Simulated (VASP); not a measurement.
Here is a VASP 6.6.1 calculation.

The input POSCAR:

```
Ag
1.0
    2.9436090785      0.0000000000      0.0000000000
   -1.4718045393      2.5492402408      0.0000000000
    0.0000000000      0.0000000000      4.7898649675
Ag
2
Direct
    0.3333333333      0.6666666667      0.7500000000
    0.6666666667      0.3333333333      0.2500000000
```

File INCAR.step1:

```
PREC     = Accurate       # precision mode
ENCUT    = 520            # plane-wave cutoff, eV
ISMEAR   = 0              # smearing method
SIGMA    = 0.05           # smearing width, eV
LREAL    = F              # projectors in reciprocal space
LASPH    = T              # aspherical terms in the spheres
NELM     = 80             # most SCF steps
NBANDS   = 18             # bands
GGA      = PE             # functional
ALGO     = Normal         # electronic algorithm
EDIFF    = 1E-4           # SCF threshold, eV
LWAVE    = T              # write WAVECAR
LCHARG   = F              # write CHGCAR
```

Contents of INCAR.step2:

```
PREC     = Accurate       # precision mode
ENCUT    = 520            # plane-wave cutoff, eV
EDIFF    = 1E-6           # SCF threshold, eV
ISMEAR   = 0              # smearing method
SIGMA    = 0.05           # smearing width, eV
LREAL    = F              # projectors in reciprocal space
LASPH    = T              # aspherical terms in the spheres
NELM     = 80             # most SCF steps
ALGO     = Normal         # electronic algorithm
ISIF     = 2              # what is computed and relaxed
LWAVE    = F              # write WAVECAR
LCHARG   = F              # write CHGCAR
METAGGA  = R2SCAN         # meta-GGA
LMIXTAU  = T            
NBANDS   = 18             # bands
ISTART   = 1
```

File KPOINTS:

```
regular mesh
0
Gamma
  16 16 10
```

Potentials or basis: VASP PAW PBE potentials, release 64 (Ag).

Command:

```sh
$ cat potpaw_PBE.64/Ag/POTCAR > POTCAR
$ cp INCAR.step1 INCAR
$ mpirun -np 1 vasp_std > vasp.out
$ cp INCAR.step2 INCAR
$ mpirun -np 1 vasp_std > vasp.out
```

Problem. Estimate the band gap on the k mesh.

Solution. Zero (bands 11 and 12 overlap by 7.31 eV).

Problem. Predict the pressure.

Solution. -3.2 GPa.

Stress tensor (GPa, compression positive):
```
-3.24  0.00  0.00
 0.00 -3.24  0.00
 0.00  0.00 -3.11
```

Caveat: the cell stands under tension; the PAW data sets were made with another functional, which shifts forces and pressure a little.
